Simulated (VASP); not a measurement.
# TiOs3 (Pm-3m) in VASP: notebook

The runs below take TiOs3 through single point, with PBE.

Everything below comes from runs of VASP 6.6.1. Logs are shortened: lines on timing, memory, paths and dates and some standing lists are left out, and cuts for length are marked.

**1. The cell of the first run**

It takes space group Pm-3m (No. 221, cubic). Conventional cell: a = 3.726 Å, b = 3.726 Å, c = 3.726 Å, α = 90.00°, β = 90.00°, γ = 90.00°. Ti (site symmetry m-3m) has 12 Os at 2.63 Å within 3.5 Å. Within 3.5 Å of Os (site symmetry 4/mmm) lie 4 Ti at 2.63 Å and 8 Os at 2.63 Å.

**2. Single point, PBE**

INCAR

```
SYSTEM = TiOs3
  PREC = Accurate
  ENCUT = 520
  EDIFF = 1E-6
  ISMEAR = 0
  SIGMA = 0.2
  LREAL = .False.
  LASPH = .True.
  NELM = 80
  ALGO = Normal
  ISIF = 2
  LWAVE = .False.
  LCHARG = .True.
  GGA = PE
  LELF = .True.
  LVHAR = .True.
  NBANDS = 26
```

KPOINTS

```
Automatic mesh
0
Gamma
  6 6 6
  0 0 0
```

POSCAR

```
TiOs3
1.0
    3.7255531773      0.0000000000      0.0000000000
    0.0000000000      3.7255531773      0.0000000000
    0.0000000000      0.0000000000      3.7255531773
Ti Os
1 3
Direct
    0.0000000000      0.0000000000      0.0000000000
    0.5000000000      0.5000000000      0.0000000000
    0.5000000000      0.0000000000      0.5000000000
    0.0000000000      0.5000000000      0.5000000000
```

Potentials or basis: VASP PAW PBE potentials, release 64 (Ti_sv, Os).

Started as:

```sh
$ cat potpaw_PBE.64/Ti_sv/POTCAR potpaw_PBE.64/Os/POTCAR > POTCAR
$ mpirun -np 1 vasp_std > vasp.out
```

OUTCAR:

```text
SYSTEM = TiOs3
   PREC = Accurate
   ENCUT = 520
   EDIFF = 1E-6
   ISMEAR = 0
   LREAL = .False.
   LASPH = .True.
   NELM = 80
   ISIF = 2
   GGA = PE

 ion  position               nearest neighbor table
   1  0.000  0.000  0.000-   2 2.63   3 2.63   4 2.63   3 2.63   4 2.63   2 2.63   4 2.63   4 2.63
                             2 2.63   3 2.63   3 2.63   2 2.63
   2  0.500  0.500  0.000-   1 2.63   3 2.63   4 2.63   3 2.63   4 2.63   1 2.63   3 2.63   3 2.63
                             1 2.63   4 2.63   4 2.63   1 2.63
   3  0.500  0.000  0.500-   1 2.63   2 2.63   4 2.63   1 2.63   2 2.63   2 2.63   4 2.63   2 2.63
                             1 2.63   4 2.63   1 2.63   4 2.63
   4  0.000  0.500  0.500-   1 2.63   2 2.63   3 2.63   1 2.63   2 2.63   1 2.63   3 2.63   1 2.63
                             2 2.63   3 2.63   2 2.63   3 2.63

  LATTYP: Found a simple cubic cell.
 ALAT       =     3.7255531773

  Lattice vectors:

 A1 = (   3.7255531773,   0.0000000000,   0.0000000000)
 A2 = (   0.0000000000,   3.7255531773,   0.0000000000)
 A3 = (   0.0000000000,   0.0000000000,   3.7255531773)

Analysis of symmetry for initial positions (statically):
=====================================================================
 Subroutine PRICEL returns:
 Original cell was already a primitive cell.

 Routine SETGRP: Setting up the symmetry group for a
 simple cubic supercell.

 Subroutine GETGRP returns: Found 48 space group operations
 (whereof 48 operations were pure point group operations)
 out of a pool of 48 trial point group operations.

The static configuration has the point symmetry O_h .

Analysis of symmetry for dynamics (positions and initial velocities):
=====================================================================
 Subroutine PRICEL returns:
 Original cell was already a primitive cell.

 Routine SETGRP: Setting up the symmetry group for a
 simple cubic supercell.

 Subroutine GETGRP returns: Found 48 space group operations
 (whereof 48 operations were pure point group operations)
 out of a pool of 48 trial point group operations.

The dynamic configuration has the point symmetry O_h .

 Subroutine INISYM returns: Found 48 space group operations
 (whereof 48 operations are pure point group operations),
 and found     1 'primitive' translations

----------------------------------------------------------------------------------------

                                     Primitive cell

  volume of cell :      51.7097

  direct lattice vectors                    reciprocal lattice vectors
     3.725553177  0.000000000  0.000000000     0.268416515  0.000000000  0.000000000
[... 90 lines left out ...]
   NFREE  =      0    steps in history (QN), initial steepest desc. (CG)
   ISIF   =      2    stress and relaxation
   ISYM   =      2    0-nonsym 1-usesym 2-fastsym
   POTIM  = 0.5000    time-step for ionic-motion
   TEBEG  =    0.0;   TEEND  =   0.0 temperature during run
   PSTRESS=    0.0 pullay stress
   NELECT =      36.0000    total number of electrons
   NUPDOWN=      -1.0000    fix difference up-down
   EMIN   =  10.00;   EMAX   =-10.00  energy-range for DOS
   EFERMI =   0.00;   METHOD = LEGACY
   ISMEAR =     0;   SIGMA  =   0.20  broadening in eV -4-tet -1-fermi 0-gaus
   EFERMI_NEDOS =   21; number of points for ismear=-14 and -15
   IALGO  =     38    algorithm
   IMIX   =      4    mixing-type and parameters
     AMIX     =   0.40;   BMIX     =  1.00
     AMIX_MAG =   1.60;   BMIX_MAG =  1.00
  volume/ion in A,a.u.               =      12.93        87.24
  Fermi-wavevector in a.u.,A,eV,Ry     =   1.450947  2.741892 28.643629  2.105247
  Thomas-Fermi vector in A             =   2.568501
   LORBIT       =      0    0 simple, 1 ext, 2 COOP (PROOUT), +10 PAW based schemes
   GGA     = PE    functional components
   LHFCALC =     F    Hartree Fock is set to
   AEXX    =    0.0000 exact exchange contribution
   IVDW    =     0    specifies the selected vdW correction
   LEPSILON=     F    determine dielectric tensor
   LRPA    =     F    only Hartree local field effects (RPA)
 non-spin polarized calculation
 Gauss-broadening in eV      SIGMA  =   0.20
  energy-cutoff  :      520.00
  volume of cell :       51.71
 maximum number of plane-waves:      1409
 NGX is ok and might be reduce to    28
   NGX = 13   NGY = 13   NGZ = 13

 number of electron      35.9999998 magnetization

 Free energy of the ion-electron system (eV)
  ---------------------------------------------------
  ext. energy  EPLUGINS =         0.00000000
  ---------------------------------------------------
  free energy    TOTEN  =       -41.24619420 eV

  energy without entropy =      -41.17120007  energy(sigma->0) =      -41.20869714

 E-fermi :  10.4868     XC(G=0): -14.1406

 val. band max:       10.4774949028   @ k =   0.5000   0.5000   0.3333
 cond. band min:      10.5052116726   @ k =   0.5000   0.3333   0.0000
 fundamental gap:      0.0277167698
 Fermi energy:        10.4868433593

 k-point     1 :       0.0000    0.0000    0.0000
  band No.  band energies     occupation
      1     -45.6522      2.00000
      2     -21.9720      2.00000
      3     -21.9720      2.00000
      4     -21.9720      2.00000
      5       0.2691      2.00000
      6       2.9052      2.00000
[... 569 lines left out ...]
     25      14.6777      0.00000
     26      14.6777      0.00000

------------------------ aborting loop because EDIFF is reached ----------------------------------------

  FORCE on cell =-STRESS in cart. coord.  units (eV):
  Direction    XX          YY          ZZ          XY          YZ          ZX
  --------------------------------------------------------------------------------------
  -------------------------------------------------------------------------------------
  Total       16.4791237     16.4791237     16.4791237     -0.0000000     -0.0000000     -0.0000000
  in kB      510.5901083    510.5901083    510.5901083     -0.0000000     -0.0000000     -0.0000000
  external PRESSURE =     510.5901083 kB  Pullay stress =       0.0000000 kB

 VOLUME and BASIS-vectors are now :
 -----------------------------------------------------------------------------
  energy-cutoff  :      520.00
  volume of cell :       51.71
      direct lattice vectors                 reciprocal lattice vectors
     3.725553177  0.000000000  0.000000000     0.268416515  0.000000000  0.000000000
     0.000000000  3.725553177  0.000000000     0.000000000  0.268416515  0.000000000
     0.000000000  0.000000000  3.725553177     0.000000000  0.000000000  0.268416515

 POSITION                                       TOTAL-FORCE (eV/Angst)
 -----------------------------------------------------------------------------------
      0.00000      0.00000      0.00000         0.000000      0.000000      0.000000
      1.86278      1.86278      0.00000         0.000000      0.000000      0.000000
      1.86278      0.00000      1.86278         0.000000      0.000000      0.000000
      0.00000      1.86278      1.86278         0.000000      0.000000      0.000000
 -----------------------------------------------------------------------------------
    total drift:                               -0.000000      0.000000      0.000000

  FREE ENERGIE OF THE ION-ELECTRON SYSTEM (eV)
  ---------------------------------------------------
  free  energy   TOTEN  =       -41.2461942016 eV

  energy  without entropy=      -41.1712000723  energy(sigma->0) =      -41.20869714
```

stdout:

```text
POSCAR found type information on POSCAR TiOs
 POSCAR found :  2 types and       4 ions
 scaLAPACK will be used
 LDA part: xc-table for (Slater+PW92), standard interpolation
 POSCAR, INCAR and KPOINTS ok, starting setup
 FFT: planning ... GRIDC
 FFT: planning ... GRID_SOFT
 FFT: planning ... GRID
 WAVECAR not read
 entering main loop
```

Wall time 13 s (1 thread of Intel Xeon 6975P-C (Granite Rapids), shared host); peak memory 0.16 GiB.

What came out:

```
Free energy            : -41.2462 eV
Pressure               : 51.1 GPa
Band gap on the k mesh : zero (band 18 reaches 13.99 eV, above the bottom of band 19 at 9.41 eV)
```

Caveat: spin-orbit coupling is left out, which moves the levels of the heavy elements.

**3. Single point, PBE**

This run uses another cell than the first one, of 13.52 Å³/atom, 1.045 times its volume.

INCAR

```
PREC = Accurate ; ENCUT = 520
EDIFF = 1E-7 ; ISMEAR = 0
SIGMA = 0.2 ; LREAL = F
LASPH = T ; NELM = 60
ALGO = Normal ; ISIF = 2
LWAVE = F ; LCHARG = F
GGA = PE ; NBANDS = 26
```

KPOINTS

```
regular mesh
0
Gamma
  6 6 6
```

POSCAR

```
TiOs3
1.0
    3.7811666477      0.0000000000      0.0000000000
    0.0000000000      3.7811666477      0.0000000000
    0.0000000000      0.0000000000      3.7811666477
Ti Os
1 3
Direct
    0.0000000000      0.0000000000      0.0000000000
    0.5000000000      0.5000000000      0.0000000000
    0.5000000000      0.0000000000      0.5000000000
    0.0000000000      0.5000000000      0.5000000000
```

Potentials or basis: VASP PAW PBE potentials, release 64 (Ti_sv, Os).

Started as:

```sh
$ cat potpaw_PBE.64/Ti_sv/POTCAR potpaw_PBE.64/Os/POTCAR > POTCAR
$ mpirun -np 1 vasp_std > vasp.out
```

OUTCAR:

```text
PREC = Accurate
   ENCUT = 520
   EDIFF = 1E-7
   ISMEAR = 0
   LREAL = F
   LASPH = T
   NELM = 60
   ISIF = 2
   GGA = PE

 ion  position               nearest neighbor table
   1  0.000  0.000  0.000-   2 2.67   3 2.67   4 2.67   3 2.67   4 2.67   2 2.67   4 2.67   4 2.67
                             2 2.67   3 2.67   3 2.67   2 2.67
   2  0.500  0.500  0.000-   1 2.67   3 2.67   4 2.67   3 2.67   4 2.67   1 2.67   3 2.67   3 2.67
                             1 2.67   4 2.67   4 2.67   1 2.67
   3  0.500  0.000  0.500-   1 2.67   2 2.67   4 2.67   1 2.67   2 2.67   2 2.67   4 2.67   2 2.67
                             1 2.67   4 2.67   1 2.67   4 2.67
   4  0.000  0.500  0.500-   1 2.67   2 2.67   3 2.67   1 2.67   2 2.67   1 2.67   3 2.67   1 2.67
                             2 2.67   3 2.67   2 2.67   3 2.67

  LATTYP: Found a simple cubic cell.
 ALAT       =     3.7811666477

  Lattice vectors:

 A1 = (   3.7811666477,   0.0000000000,   0.0000000000)
 A2 = (   0.0000000000,   3.7811666477,   0.0000000000)
 A3 = (   0.0000000000,   0.0000000000,   3.7811666477)

Analysis of symmetry for initial positions (statically):
=====================================================================
 Subroutine PRICEL returns:
 Original cell was already a primitive cell.

 Routine SETGRP: Setting up the symmetry group for a
 simple cubic supercell.

 Subroutine GETGRP returns: Found 48 space group operations
 (whereof 48 operations were pure point group operations)
 out of a pool of 48 trial point group operations.

The static configuration has the point symmetry O_h .

Analysis of symmetry for dynamics (positions and initial velocities):
=====================================================================
 Subroutine PRICEL returns:
 Original cell was already a primitive cell.

 Routine SETGRP: Setting up the symmetry group for a
 simple cubic supercell.

 Subroutine GETGRP returns: Found 48 space group operations
 (whereof 48 operations were pure point group operations)
 out of a pool of 48 trial point group operations.

The dynamic configuration has the point symmetry O_h .

 Subroutine INISYM returns: Found 48 space group operations
 (whereof 48 operations are pure point group operations),
 and found     1 'primitive' translations

----------------------------------------------------------------------------------------

                                     Primitive cell

  volume of cell :      54.0602

  direct lattice vectors                    reciprocal lattice vectors
     3.781166648  0.000000000  0.000000000     0.264468640  0.000000000  0.000000000
     0.000000000  3.781166648  0.000000000     0.000000000  0.264468640  0.000000000
     0.000000000  0.000000000  3.781166648     0.000000000  0.000000000  0.264468640

  length of vectors
     3.781166648  3.781166648  3.781166648     0.264468640  0.264468640  0.264468640

  position of ions in fractional coordinates (direct lattice)
     0.000000000  0.000000000  0.000000000
     0.500000000  0.500000000  0.000000000
     0.500000000  0.000000000  0.500000000
     0.000000000  0.500000000  0.500000000

  ion indices of the primitive-cell ions
   primitive index   ion index
                 1           1
                 2           2
                 3           3
                 4           4
[... 24 lines left out ...]

 Found     20 irreducible k-points:

 Following reciprocal coordinates:
            Coordinates               Weight
  0.000000  0.000000  0.000000      1.000000
  0.166667  0.000000  0.000000      6.000000
  0.333333  0.000000  0.000000      6.000000
  0.500000  0.000000  0.000000      3.000000
  0.166667  0.166667  0.000000     12.000000
  0.333333  0.166667  0.000000     24.000000
[... 12 lines left out ...]
  0.500000  0.500000  0.333333      6.000000
  0.500000  0.500000  0.500000      1.000000
   k-points           NKPTS =     20   k-points in BZ     NKDIM =     20   number of bands    NBANDS=     26
   number of dos      NEDOS =    301   number of ions     NIONS =      4
   total plane-waves  NPLWV =  21952
   dimension x,y,z NGX =    28 NGY =   28 NGZ =   28
   dimension x,y,z NGXF=    56 NGYF=   56 NGZF=   56
   ions per type =               1   3
   NGX,Y,Z   is equivalent  to a cutoff of  12.31, 12.31, 12.31 a.u.
   NGXF,Y,Z  is equivalent  to a cutoff of  24.62, 24.62, 24.62 a.u.
 SYSTEM =  unknown system
   PREC   = accura    normal or accurate (medium, high low for compatibility)
   ISTART =      0    job   : 0-new  1-cont  2-samecut
   ICHARG =      2    charge: 1-file 2-atom 10-const
   ISPIN  =      1    spin polarized calculation?
   LNONCOLLINEAR =      F non collinear calculations
   LSORBIT =      F    spin-orbit coupling
   LASPH  =      T    aspherical Exc in radial PAW
   ENCUT  =  520.0 eV  38.22 Ry    6.18 a.u.   7.03  7.03  7.03*2*pi/ulx,y,z
   NELM   =     60;   NELMIN=  2; NELMDL= -5     # of ELM steps
   EDIFF  = 0.1E-06   stopping-criterion for ELM
   LREAL  =      F    real-space projection
   EDIFFG = 0.1E-05   stopping-criterion for IOM
   NSW    =      0    number of steps for IOM
   IBRION =     -1    ionic relax: 0-MD 1-quasi-New 2-CG
   NFREE  =      0    steps in history (QN), initial steepest desc. (CG)
   ISIF   =      2    stress and relaxation
   ISYM   =      2    0-nonsym 1-usesym 2-fastsym
   POTIM  = 0.5000    time-step for ionic-motion
   TEBEG  =    0.0;   TEEND  =   0.0 temperature during run
   PSTRESS=    0.0 pullay stress
   NELECT =      36.0000    total number of electrons
   NUPDOWN=      -1.0000    fix difference up-down
   EMIN   =  10.00;   EMAX   =-10.00  energy-range for DOS
   EFERMI =   0.00;   METHOD = LEGACY
   ISMEAR =     0;   SIGMA  =   0.20  broadening in eV -4-tet -1-fermi 0-gaus
   EFERMI_NEDOS =   21; number of points for ismear=-14 and -15
   IALGO  =     38    algorithm
   IMIX   =      4    mixing-type and parameters
     AMIX     =   0.40;   BMIX     =  1.00
     AMIX_MAG =   1.60;   BMIX_MAG =  1.00
  volume/ion in A,a.u.               =      13.52        91.20
  Fermi-wavevector in a.u.,A,eV,Ry     =   1.429606  2.701565 27.807243  2.043775
  Thomas-Fermi vector in A             =   2.549542
   LORBIT       =      0    0 simple, 1 ext, 2 COOP (PROOUT), +10 PAW based schemes
   GGA     = PE    functional components
   LHFCALC =     F    Hartree Fock is set to
   AEXX    =    0.0000 exact exchange contribution
   IVDW    =     0    specifies the selected vdW correction
   LEPSILON=     F    determine dielectric tensor
   LRPA    =     F    only Hartree local field effects (RPA)
 non-spin polarized calculation
 Gauss-broadening in eV      SIGMA  =   0.20
  energy-cutoff  :      520.00
  volume of cell :       54.06
 maximum number of plane-waves:      1472
   NGX = 15   NGY = 15   NGZ = 15

 number of electron      35.9999996 magnetization

 Free energy of the ion-electron system (eV)
  ---------------------------------------------------
  ext. energy  EPLUGINS =         0.00000000
  ---------------------------------------------------
  free energy    TOTEN  =       -41.83239746 eV

  energy without entropy =      -41.75526118  energy(sigma->0) =      -41.79382932

 E-fermi :   9.8345     XC(G=0): -13.8853

 val. band max:        9.7983679567   @ k =   0.3333   0.1667   0.0000
 cond. band min:       9.8637850108   @ k =   0.5000   0.3333   0.0000
 fundamental gap:      0.0654170541
 Fermi energy:         9.8345021384

 k-point     1 :       0.0000    0.0000    0.0000
  band No.  band energies     occupation
      1     -46.4181      2.00000
      2     -22.7163      2.00000
      3     -22.7163      2.00000
      4     -22.7163      2.00000
      5      -0.0546      2.00000
      6       2.6822      2.00000
[... 569 lines left out ...]
     25      13.7843      0.00000
     26      13.7843      0.00000

------------------------ aborting loop because EDIFF is reached ----------------------------------------

  FORCE on cell =-STRESS in cart. coord.  units (eV):
  Direction    XX          YY          ZZ          XY          YZ          ZX
  --------------------------------------------------------------------------------------
  -------------------------------------------------------------------------------------
  Total        9.9447755      9.9447755      9.9447755      0.0000000     -0.0000000      0.0000000
  in kB      294.7325555    294.7325555    294.7325555      0.0000000     -0.0000000      0.0000000
  external PRESSURE =     294.7325555 kB  Pullay stress =       0.0000000 kB

 VOLUME and BASIS-vectors are now :
 -----------------------------------------------------------------------------
  energy-cutoff  :      520.00
  volume of cell :       54.06
      direct lattice vectors                 reciprocal lattice vectors
     3.781166648  0.000000000  0.000000000     0.264468640  0.000000000  0.000000000
     0.000000000  3.781166648  0.000000000     0.000000000  0.264468640  0.000000000
     0.000000000  0.000000000  3.781166648     0.000000000  0.000000000  0.264468640

 POSITION                                       TOTAL-FORCE (eV/Angst)
 -----------------------------------------------------------------------------------
      0.00000      0.00000      0.00000         0.000000      0.000000      0.000000
      1.89058      1.89058      0.00000         0.000000      0.000000      0.000000
      1.89058      0.00000      1.89058         0.000000      0.000000      0.000000
      0.00000      1.89058      1.89058         0.000000      0.000000      0.000000
 -----------------------------------------------------------------------------------
    total drift:                               -0.000000      0.000000      0.000000

  FREE ENERGIE OF THE ION-ELECTRON SYSTEM (eV)
  ---------------------------------------------------
  free  energy   TOTEN  =       -41.8323974619 eV

  energy  without entropy=      -41.7552611755  energy(sigma->0) =      -41.79382932
```

It took 15 s on 1 thread of Intel Xeon 6975P-C (Granite Rapids), shared host; peak memory 0.17 GiB.

What came out:

- Free energy: -41.8324 eV
- Pressure: 29.5 GPa
- Band gap on the k mesh: zero (band 18 reaches 13.12 eV, above the bottom of band 19 at 8.84 eV)

Levels at points of the mesh, in eV from the Fermi level:
```
           k point  band 15  band 16  band 17  band 18  band 19  band 20  band 21  band 22
(0.00, 0.00, 0.00)     1.09     1.09     3.11     3.29     3.29     3.29     3.82     3.82
(0.50, 0.00, 0.00)    -1.68    -1.36    -0.26    -0.21    -0.21     1.59     1.59     1.68
(0.50, 0.50, 0.00)    -2.78    -1.22    -1.05    -1.05    -1.00     0.27     0.50     1.92
(0.50, 0.50, 0.50)    -0.99    -0.99     0.11     0.72     0.72     0.72     3.11     3.11
```

Caveat: spin-orbit coupling is left out, which moves the levels of the heavy elements.

[end of part 1 of 2]
